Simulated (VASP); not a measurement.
Wanted: the native input for a VASP 6.6.1 run.

- Task: single point
- Functional: PBE
- Potentials or basis: VASP PAW PBE potentials, release 64 (Be, S)
- Cutoff: 520 eV
- k mesh: 14 × 14 × 14
- Occupations: gaussian, width 0.02 eV
- Spin: no spin polarisation
- Dipole correction: no
- Further INCAR settings: ALGO = Normal; EDIFF = 1e-06; NBANDS = 28

The structure of Be3S5 lies in POSCAR:

```
Be3S5
1.0
   -1.7901006229      1.7901006229     10.8488239261
    1.7901006229     -1.7901006229     10.8488239261
    1.7901006229      1.7901006229    -10.8488239261
Be S
3 5
Direct
    0.3064132634      0.3064132634      0.0000000000
    0.6935867366      0.6935867366      0.0000000000
    0.0000000000      0.0000000000      0.0000000000
    0.4498488625      0.9498488625      0.5000000000
    0.3551485537      0.8551485537      0.5000000000
    0.7500000000      0.2500000000      0.5000000000
    0.0501511375      0.5501511375      0.5000000000
    0.1448514463      0.6448514463      0.5000000000
```

These files were run (other wordings do the same):

INCAR

```
ALGO = Normal ; EDIFF = 1E-6
ENCUT = 520 ; GGA = PE
ISIF = 2 ; ISMEAR = 0
LASPH = T ; LCHARG = F
LREAL = F ; LWAVE = F
NBANDS = 28 ; NELM = 60
PREC = Accurate ; SIGMA = 0.02
```

KPOINTS

```
k-points
0
Gamma
  14 14 14
```

Potentials or basis: VASP PAW PBE potentials, release 64 (Be, S).

The run is started by

```console
$ cat potpaw_PBE.64/Be/POTCAR potpaw_PBE.64/S/POTCAR > POTCAR
$ mpirun -np 1 vasp_std > vasp.out
```

It gave:

```yaml
Pressure: -0.2 GPa
Largest_force: 0.122 eV/Å
Band_gap_on_the_k_mesh: 0.43 eV (least direct gap 0.68 eV)
```

Wall time 110 min on 1 thread of Intel(R) Xeon(R) 6975P-C (Granite Rapids), with other jobs on the host, peak memory 1.5 GiB.
